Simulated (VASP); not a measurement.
# ZnCu2 in VASP: a series of runs

Runs on ZnCu2. Level: LDA. Tasks: single point.

Program: VASP 6.6.1. These are calculated values, not measurements. Logs are shortened: lines on timing, memory, paths and dates and some standing lists are left out, and cuts for length are marked.

## Step 1: The cell of the first run

The cell holds a slab with vacuum, 3 atoms: a = 2.487 Å, b = 2.487 Å, c = 19.518 Å, α = 90.00°, β = 90.00°, γ = 90.00°.

## Step 2: Single point, LDA

File INCAR:

```
SYSTEM = ZnCu2
PREC = Accurate
ENCUT = 520
EDIFF = 1E-6
ISMEAR = -1
SIGMA = 0.08
LREAL = .False.
LASPH = .True.
NELM = 60
ALGO = Normal
ISIF = 2
LWAVE = .False.
LCHARG = .False.
LDIPOL = .True.
IDIPOL = 3
DIPOL = 0.5 0.5 0.500
GGA = CA
NBANDS = 24
```

File KPOINTS:

```
Automatic mesh
0
Gamma
  15 15 1
  0 0 0
```

File POSCAR:

```
ZnCu2
1.0
    2.4874897871      0.0000000000      0.0000000000
    0.0000000000      2.4874897871      0.0000000000
    0.0000000000      0.0000000000     19.5178000000
Cu Zn
2 1
Direct
    0.0000000000      0.0000000000      0.4122684683
    0.0000000000      0.0000000000      0.5877317224
    0.5000000000      0.5000000000      0.4999998093
```

Potentials or basis: VASP PAW LDA potentials, release 64 (Cu, Zn).

Run with:

```sh
$ cat potpaw_LDA.64/Cu/POTCAR potpaw_LDA.64/Zn/POTCAR > POTCAR
$ mpirun -np 1 vasp_std > vasp.out
```

OUTCAR:

```text
SYSTEM = ZnCu2
   PREC = Accurate
   ENCUT = 520
   EDIFF = 1E-6
   ISMEAR = -1
   LREAL = .False.
   LASPH = .True.
   NELM = 60
   ISIF = 2
   GGA = CA

 ion  position               nearest neighbor table
   1  0.000  0.000  0.412-   3 2.45   3 2.45   3 2.45   3 2.45
   2  0.000  0.000  0.588-   3 2.45   3 2.45   3 2.45   3 2.45
   3  0.500  0.500  0.500-   1 2.45   1 2.45   1 2.45   1 2.45   2 2.45   2 2.45   2 2.45   2 2.45

  LATTYP: Found a simple tetragonal cell.
 ALAT       =     2.4874897871
 C/A-ratio  =     7.8463839736

  Lattice vectors:

 A1 = (   2.4874897871,   0.0000000000,   0.0000000000)
 A2 = (   0.0000000000,   2.4874897871,   0.0000000000)
 A3 = (   0.0000000000,   0.0000000000,  19.5178000000)

Analysis of symmetry for initial positions (statically):
=====================================================================
 Subroutine PRICEL returns:
 Original cell was already a primitive cell.

 Routine SETGRP: Setting up the symmetry group for a
 simple tetragonal supercell.

 Subroutine GETGRP returns: Found 16 space group operations
 (whereof 16 operations were pure point group operations)
 out of a pool of 16 trial point group operations.

The static configuration has the point symmetry D_4h.

Analysis of symmetry for dynamics (positions and initial velocities):
=====================================================================
 Subroutine PRICEL returns:
 Original cell was already a primitive cell.

 Routine SETGRP: Setting up the symmetry group for a
 simple tetragonal supercell.

 Subroutine GETGRP returns: Found 16 space group operations
 (whereof 16 operations were pure point group operations)
 out of a pool of 16 trial point group operations.

The dynamic configuration has the point symmetry D_4h.

 Subroutine INISYM returns: Found 16 space group operations
 (whereof 16 operations are pure point group operations),
 and found     1 'primitive' translations

----------------------------------------------------------------------------------------

                                     Primitive cell

  volume of cell :     120.7684

  direct lattice vectors                    reciprocal lattice vectors
     2.487489787  0.000000000  0.000000000     0.402011701  0.000000000  0.000000000
     0.000000000  2.487489787  0.000000000     0.000000000  0.402011701  0.000000000
     0.000000000  0.000000000 19.517800000     0.000000000  0.000000000  0.051235283

  length of vectors
     2.487489787  2.487489787 19.517800000     0.402011701  0.402011701  0.051235283

  position of ions in fractional coordinates (direct lattice)
     0.000000000  0.000000000  0.412268468
     0.000000000  0.000000000  0.587731722
     0.500000000  0.500000000  0.499999809

  ion indices of the primitive-cell ions
   primitive index   ion index
                 1           1
                 2           2
                 3           3

----------------------------------------------------------------------------------------

 KPOINTS: Automatic mesh

Automatic generation of k-mesh.
 Grid dimensions read from file:
 generate k-points for:   15   15    1

 Generating k-lattice:

  Cartesian coordinates                     Fractional coordinates (reciprocal lattice)
     0.026800780  0.000000000  0.000000000     0.066666667  0.000000000  0.000000000
     0.000000000  0.026800780  0.000000000     0.000000000  0.066666667  0.000000000
     0.000000000  0.000000000  0.051235283     0.000000000  0.000000000  1.000000000

  Length of vectors
     0.026800780  0.026800780  0.051235283

  Shift w.r.t. Gamma in fractional coordinates (k-lattice)
     0.000000000  0.000000000  0.000000000

 Subroutine IBZKPT returns following result:
 ===========================================

 Found     36 irreducible k-points:

 Following reciprocal coordinates:
            Coordinates               Weight
  0.000000  0.000000  0.000000      1.000000
  0.066667  0.000000  0.000000      4.000000
  0.133333  0.000000  0.000000      4.000000
  0.200000  0.000000  0.000000      4.000000
  0.266667  0.000000  0.000000      4.000000
  0.333333  0.000000  0.000000      4.000000
[... 16 lines left out ...]
  0.266667  0.200000  0.000000      8.000000
  0.333333  0.200000  0.000000      8.000000
 [... further k-points ...]
   k-points           NKPTS =     36   k-points in BZ     NKDIM =     36   number of bands    NBANDS=     24
   number of dos      NEDOS =    301   number of ions     NIONS =      3
   total plane-waves  NPLWV =  60000
   dimension x,y,z NGX =    20 NGY =   20 NGZ =  150
   dimension x,y,z NGXF=    40 NGYF=   40 NGZF=  300
   ions per type =               2   1
   NGX,Y,Z   is equivalent  to a cutoff of  13.37, 13.37, 12.78 a.u.
   NGXF,Y,Z  is equivalent  to a cutoff of  26.73, 26.73, 25.55 a.u.
 SYSTEM =  ZnCu2
   PREC   = accura    normal or accurate (medium, high low for compatibility)
   ISTART =      0    job   : 0-new  1-cont  2-samecut
   ICHARG =      2    charge: 1-file 2-atom 10-const
   ISPIN  =      1    spin polarized calculation?
   LNONCOLLINEAR =      F non collinear calculations
   LSORBIT =      F    spin-orbit coupling
   LASPH  =      T    aspherical Exc in radial PAW
   ENCUT  =  520.0 eV  38.22 Ry    6.18 a.u.   4.63  4.63 36.29*2*pi/ulx,y,z
   NELM   =     60;   NELMIN=  2; NELMDL= -5     # of ELM steps
   EDIFF  = 0.1E-05   stopping-criterion for ELM
   LREAL  =      F    real-space projection
   EDIFFG = 0.1E-04   stopping-criterion for IOM
   NSW    =      0    number of steps for IOM
   IBRION =     -1    ionic relax: 0-MD 1-quasi-New 2-CG
   NFREE  =      0    steps in history (QN), initial steepest desc. (CG)
   ISIF   =      2    stress and relaxation
   ISYM   =      2    0-nonsym 1-usesym 2-fastsym
   POTIM  = 0.5000    time-step for ionic-motion
   TEBEG  =    0.0;   TEEND  =   0.0 temperature during run
   PSTRESS=    0.0 pullay stress
   NELECT =      34.0000    total number of electrons
   NUPDOWN=      -1.0000    fix difference up-down
   EMIN   =  10.00;   EMAX   =-10.00  energy-range for DOS
   EFERMI =   0.00;   METHOD = LEGACY
   ISMEAR =    -1;   SIGMA  =   0.08  broadening in eV -4-tet -1-fermi 0-gaus
   EFERMI_NEDOS =   21; number of points for ismear=-14 and -15
   IALGO  =     38    algorithm
   IMIX   =      4    mixing-type and parameters
     AMIX     =   0.40;   BMIX     =  1.00
     AMIX_MAG =   1.60;   BMIX_MAG =  1.00
  volume/ion in A,a.u.               =      40.26       271.66
  Fermi-wavevector in a.u.,A,eV,Ry     =   1.072959  2.027599 15.663598  1.151242
  Thomas-Fermi vector in A             =   2.208745
   LORBIT       =      0    0 simple, 1 ext, 2 COOP (PROOUT), +10 PAW based schemes
   GGA     = CA    functional components
   LHFCALC =     F    Hartree Fock is set to
   AEXX    =    0.0000 exact exchange contribution
   IVDW    =     0    specifies the selected vdW correction
   LEPSILON=     F    determine dielectric tensor
   LRPA    =     F    only Hartree local field effects (RPA)
 non-spin polarized calculation
  energy-cutoff  :      520.00
  volume of cell :      120.77
 maximum number of plane-waves:      3319
 NGX is ok and might be reduce to    20
   NGX =  9   NGY =  9   NGZ = 73

 dipolmoment           0.000000      0.000000     -0.000000 electrons x Angstroem

 number of electron      34.0000042 magnetization

 dipolmoment           0.000000      0.000000      0.000000 electrons x Angstroem

 Free energy of the ion-electron system (eV)
  ---------------------------------------------------
  ext. energy  EPLUGINS =         0.00000000
  ---------------------------------------------------
  free energy    TOTEN  =        -9.89268545 eV

  energy without entropy =       -9.87533762  energy(sigma->0) =       -9.88401154

 E-fermi :  -1.4857     XC(G=0):  -4.7284

 val. band max:       -1.5834049533   @ k =   0.2000   0.1333   0.0000
 cond. band min:      -1.4432080624   @ k =   0.2667   0.0000   0.0000
 fundamental gap:      0.1401968908
 Fermi energy:        -1.4857327052

 k-point     1 :       0.0000    0.0000    0.0000
  band No.  band energies     occupation
      1     -12.3445      2.00000
      2     -10.3946      2.00000
      3      -9.9666      2.00000
      4      -9.1097      2.00000
      5      -9.1097      2.00000
      6      -8.8204      2.00000
[... 16 lines left out ...]
     23       5.7010      0.00000
     24       6.3920      0.00000

 k-point     2 :       0.0667    0.0000    0.0000
  band No.  band energies     occupation
      1     -12.2346      2.00000
      2     -10.3672      2.00000
      3      -9.9374      2.00000
      4      -9.2258      2.00000
      5      -9.1060      2.00000
      6      -8.8442      2.00000
[... 16 lines left out ...]
     23       5.8120      0.00000
     24       6.4873      0.00000

 k-point     3 :       0.1333    0.0000    0.0000
  band No.  band energies     occupation
      1     -11.9138      2.00000
      2     -10.2843      2.00000
      3      -9.8543      2.00000
      4      -9.4336      2.00000
      5      -9.0958      2.00000
      6      -8.9108      2.00000
[... 16 lines left out ...]
     23       6.1447      0.00000
     24       6.7681      0.00000

 k-point     4 :       0.2000    0.0000    0.0000
  band No.  band energies     occupation
      1     -11.4215      2.00000
      2     -10.1287      2.00000
      3      -9.7317      2.00000
      4      -9.6465      2.00000
      5      -9.0809      2.00000
      6      -9.0070      2.00000
[... 16 lines left out ...]
     23       5.4811      0.00000
     24       6.6975      0.00000

 k-point     5 :       0.2667    0.0000    0.0000
  band No.  band energies     occupation
      1     -10.8855      2.00000
      2      -9.8425      2.00000
      3      -9.8093      2.00000
      4      -9.5887      2.00000
      5      -9.1147      2.00000
      6      -9.0639      2.00000
[... 16 lines left out ...]
     23       5.6795      0.00000
     24       6.9651      0.00000

 k-point     6 :       0.3333    0.0000    0.0000
  band No.  band energies     occupation
      1     -10.5342      2.00000
      2     -10.0058      2.00000
      3      -9.4820      2.00000
      4      -9.2152      2.00000
      5      -9.1128      2.00000
      6      -9.0479      2.00000
[... 16 lines left out ...]
     23       6.2897      0.00000
     24       6.6048      0.00000
[... 379 lines left out ...]
 k-point    21 :       0.4667    0.1333    0.0000
  band No.  band energies     occupation
      1     -10.1345      2.00000
      2     -10.0183      2.00000
      3      -9.6376      2.00000
      4      -9.3129      2.00000
      5      -9.2094      2.00000
      6      -6.7831      2.00000
[... 16 lines left out ...]
     23       7.7541      0.00000
     24       8.4568      0.00000

 k-point    22 :       0.2000    0.2000    0.0000
  band No.  band energies     occupation
      1     -10.5505      2.00000
      2      -9.9085      2.00000
      3      -9.6364      2.00000
      4      -9.5821      2.00000
      5      -9.4084      2.00000
      6      -9.1194      2.00000
[... 16 lines left out ...]
     23       5.8746      0.00000
     24       7.3368      0.00000

 k-point    23 :       0.2667    0.2000    0.0000
  band No.  band energies     occupation
      1     -10.1632      2.00000
      2      -9.7595      2.00000
      3      -9.7201      2.00000
      4      -9.4882      2.00000
      5      -9.4362      2.00000
      6      -8.9679      2.00000
[... 16 lines left out ...]
     23       6.6059      0.00000
     24       7.5770      0.00000

 k-point    24 :       0.3333    0.2000    0.0000
  band No.  band energies     occupation
      1      -9.9981      2.00000
      2      -9.9084      2.00000
      3      -9.6434      2.00000
      4      -9.4180      2.00000
      5      -9.3977      2.00000
      6      -8.3249      2.00000
[... 16 lines left out ...]
     23       7.2807      0.00000
     24       7.5422      0.00000

 [... further k-points ...]

------------------------ aborting loop because EDIFF is reached ----------------------------------------

 vacuum level on the upper side and lower side of the slab       (xc-potential included)        -0.164        -0.164

  FORCE on cell =-STRESS in cart. coord.  units (eV):
  Direction    XX          YY          ZZ          XY          YZ          ZX
  --------------------------------------------------------------------------------------
  -------------------------------------------------------------------------------------
  Total        0.9895538      0.9895538      1.4173845      0.0000000      0.0000000      0.0000000
  in kB       13.1279376     13.1279376     18.8037633      0.0000000      0.0000000      0.0000000
  external PRESSURE =      15.0198795 kB  Pullay stress =       0.0000000 kB

 VOLUME and BASIS-vectors are now :
 -----------------------------------------------------------------------------
  energy-cutoff  :      520.00
  volume of cell :      120.77
      direct lattice vectors                 reciprocal lattice vectors
     2.487489787  0.000000000  0.000000000     0.402011701  0.000000000  0.000000000
     0.000000000  2.487489787  0.000000000     0.000000000  0.402011701  0.000000000
     0.000000000  0.000000000 19.517800000     0.000000000  0.000000000  0.051235283

 POSITION                                       TOTAL-FORCE (eV/Angst)
 -----------------------------------------------------------------------------------
      0.00000      0.00000      8.04657         0.000000      0.000000     -0.417521
      0.00000      0.00000     11.47123         0.000000     -0.000000      0.417521
      1.24374      1.24374      9.75890         0.000000      0.000000      0.000000
 -----------------------------------------------------------------------------------
    total drift:                               -0.000000      0.000000      0.000278

  FREE ENERGIE OF THE ION-ELECTRON SYSTEM (eV)
  ---------------------------------------------------
  free  energy   TOTEN  =        -9.8926854502 eV

  energy  without entropy=       -9.8753376245  energy(sigma->0) =       -9.88401154

 vacuum level on the upper side and lower side of the slab         3.312         3.312
```

It took 4.1 min on 1 thread of Intel Xeon 8259CL, shared host; peak memory 0.25 GiB.

Results:

| Quantity | Value |
| --- | --- |
| Free energy | -9.8927 eV |
| Largest force | 0.418 eV/Å |
| Band gap on the k mesh | zero (bands 17 and 18 overlap by 4.04 eV) |

Forces on the atoms (eV/Å):
```
Cu   0.000  0.000 -0.418
Cu   0.000  0.000  0.418
Zn   0.000  0.000  0.000
```

## Step 3: Single point, LDA

File INCAR:

```
PREC = Accurate
ENCUT = 520
EDIFF = 1E-6
ISMEAR = -1
SIGMA = 0.08
LREAL = False
LASPH = True
NELM = 60
ALGO = Normal
ISIF = 2
LWAVE = False
LCHARG = True
LDIPOL = True
IDIPOL = 3
DIPOL = 0.5 0.5 0.500
GGA = CA
LELF = True
LVHAR = True
LVACPOTAV = True
NBANDS = 24
```

File KPOINTS:

```
regular mesh
0
Gamma
  15 15 1
```

POSCAR is that of step 2.

Potentials or basis: VASP PAW LDA potentials, release 64 (Cu, Zn).

Run with:

```sh
$ cat potpaw_LDA.64/Cu/POTCAR potpaw_LDA.64/Zn/POTCAR > POTCAR
$ mpirun -np 1 vasp_std > vasp.out
```

OUTCAR:

```text
PREC = Accurate
   ENCUT = 520
   EDIFF = 1E-6
   ISMEAR = -1
   LREAL = False
   LASPH = True
   NELM = 60
   ISIF = 2
   GGA = CA

 ion  position               nearest neighbor table
   1  0.000  0.000  0.412-   3 2.45   3 2.45   3 2.45   3 2.45
   2  0.000  0.000  0.588-   3 2.45   3 2.45   3 2.45   3 2.45
   3  0.500  0.500  0.500-   1 2.45   1 2.45   1 2.45   1 2.45   2 2.45   2 2.45   2 2.45   2 2.45

  LATTYP: Found a simple tetragonal cell.
 ALAT       =     2.4874897871
 C/A-ratio  =     7.8463839736

  Lattice vectors:

[... 844 lines left out ...]
  Direction    XX          YY          ZZ          XY          YZ          ZX
  --------------------------------------------------------------------------------------
  -------------------------------------------------------------------------------------
  Total        0.9895538      0.9895538      1.4173845      0.0000000      0.0000000      0.0000000
  in kB       13.1279376     13.1279376     18.8037633      0.0000000      0.0000000      0.0000000
  external PRESSURE =      15.0198795 kB  Pullay stress =       0.0000000 kB

 VOLUME and BASIS-vectors are now :
 -----------------------------------------------------------------------------
  energy-cutoff  :      520.00
  volume of cell :      120.77
      direct lattice vectors                 reciprocal lattice vectors
     2.487489787  0.000000000  0.000000000     0.402011701  0.000000000  0.000000000
     0.000000000  2.487489787  0.000000000     0.000000000  0.402011701  0.000000000
     0.000000000  0.000000000 19.517800000     0.000000000  0.000000000  0.051235283

 POSITION                                       TOTAL-FORCE (eV/Angst)
 -----------------------------------------------------------------------------------
      0.00000      0.00000      8.04657         0.000000      0.000000     -0.417521
      0.00000      0.00000     11.47123         0.000000     -0.000000      0.417521
      1.24374      1.24374      9.75890         0.000000      0.000000      0.000000
 -----------------------------------------------------------------------------------
    total drift:                               -0.000000      0.000000      0.000278

  FREE ENERGIE OF THE ION-ELECTRON SYSTEM (eV)
  ---------------------------------------------------
  free  energy   TOTEN  =        -9.8926854502 eV

  energy  without entropy=       -9.8753376245  energy(sigma->0) =       -9.88401154

 vacuum level on the upper side and lower side of the slab         3.413         3.413
```

OSZICAR:

```text
N       E                     dE             d eps       ncg     rms          rms(c)
DAV:   1     0.241496298502E+03    0.24150E+03   -0.15429E+04  1728   0.162E+03
DAV:   2     0.473151084963E+01   -0.23676E+03   -0.22527E+03  1744   0.332E+02
DAV:   3    -0.115023208305E+02   -0.16234E+02   -0.15917E+02  2200   0.127E+02
[... 13 lines left out ...]
DAV:  17    -0.989267330117E+01   -0.10833E-04   -0.12684E-06  1352   0.109E-02    0.197E-03
DAV:  18    -0.989267541607E+01   -0.21149E-05   -0.89328E-07  1328   0.893E-03    0.458E-04
DAV:  19    -0.989268061419E+01   -0.51981E-05   -0.28311E-07  1288   0.370E-03    0.788E-04
DAV:  20    -0.989268448073E+01   -0.38665E-05   -0.23834E-07  1200   0.319E-03    0.115E-04
DAV:  21    -0.989268545023E+01   -0.96949E-06   -0.44498E-08  1272   0.106E-03
   1 F= -.98926855E+01 E0= -.98840115E+01  d E =-.173478E-01
```

stdout:

```text
POSCAR found type information on POSCAR CuZn
 POSCAR found :  2 types and       3 ions
 scaLAPACK will be used
 LDA part: xc-table for (Slater(with rela. corr.)+CA(PZ))
 , standard interpolation
 POSCAR, INCAR and KPOINTS ok, starting setup
 FFT: planning ... GRIDC
 FFT: planning ... GRID_SOFT
 FFT: planning ... GRID
 WAVECAR not read
 entering main loop
 -----------------------------------------------------------------------------
|                                                                             |
|           W    W    AA    RRRRR   N    N  II  N    N   GGGG   !!!           |
|           W    W   A  A   R    R  NN   N  II  NN   N  G    G  !!!           |
|           W    W  A    A  R    R  N N  N  II  N N  N  G       !!!           |
|           W WW W  AAAAAA  RRRRR   N  N N  II  N  N N  G  GGG   !            |
|           WW  WW  A    A  R   R   N   NN  II  N   NN  G    G                |
|           W    W  A    A  R    R  N    N  II  N    N   GGGG   !!!           |
|                                                                             |
|     Did not find any points to average over, which means that no vacuum     |
|     field-free region was found. Please increase the size of  your cell     |
|     in the dimension of the dipole correction to obtain accurate            |
|     workfunction values.                                                    |
|                                                                             |
 -----------------------------------------------------------------------------
```

Run time: 3.8 min. Hardware: 1 thread of Intel Xeon 8259CL, shared host; peak memory 0.25 GiB.

What came out:

```
Free energy            : -9.8927 eV
Largest force          : 0.418 eV/Å
Band gap on the k mesh : zero (bands 17 and 18 overlap by 4.04 eV)
```

Forces on the atoms (eV/Å):
```
Cu   0.000  0.000 -0.418
Cu   0.000  0.000  0.418
Zn   0.000  0.000  0.000
```

Levels at points of the mesh, in eV from the Fermi level:
```csv
k point,band 13,band 14,band 15,band 16,band 17,band 18,band 19,band 20,band 21,band 22
"(0.00, 0.00, 0.00)",-2.56,-2.40,-2.40,-2.06,-2.05,-1.68,0.47,4.45,4.98,5.51
```

The gap in the log of VASP goes by the Fermi energy; the results here count the filled bands.